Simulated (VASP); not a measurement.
Runs of VASP 6.6.1 on ZnSe. Symmetry: P4/nmm, No. 129, tetragonal system. Conventional cell: a = 4.108 Å, b = 4.108 Å, c = 6.070 Å, α = 90.00°, β = 90.00°, γ = 90.00°. Within 3.4 Å of Zn (site symmetry -4m2) lie 4 Se at 2.54 Å and 4 Zn at 2.90 Å. Within 3.4 Å of Se (site symmetry 4mm) lie 4 Zn at 2.54 Å. 

```tsv
k mesh	gap on the mesh (eV)	pressure (GPa)	largest force (eV/Å)
4 × 4 × 2	2.41	-1.8	0.38
4 × 4 × 4	2.41	-1.8	0.37
6 × 6 × 4	2.41	(a)	0.37
2 × 2 × 2	2.36	0.0	0.45
8 × 8 × 6	2.41	-2.0	0.37
```

Alike in all rows: task single point; level r2SCAN; potentials or basis VASP PAW PBE potentials, release 64 (Zn, Se); no spin polarisation; cell as given; cutoff (eV) 520; smearing gaussian 0.01 eV.

**Question.** Fill in the values left out.

**Answer.** (a) -1.9.

Caveats: some runs use coarse meshes; the PAW data sets were made with another functional, which shifts forces and pressure a little.

A k mesh can miss the band edges, and the runs leave out spin-orbit coupling on Se.
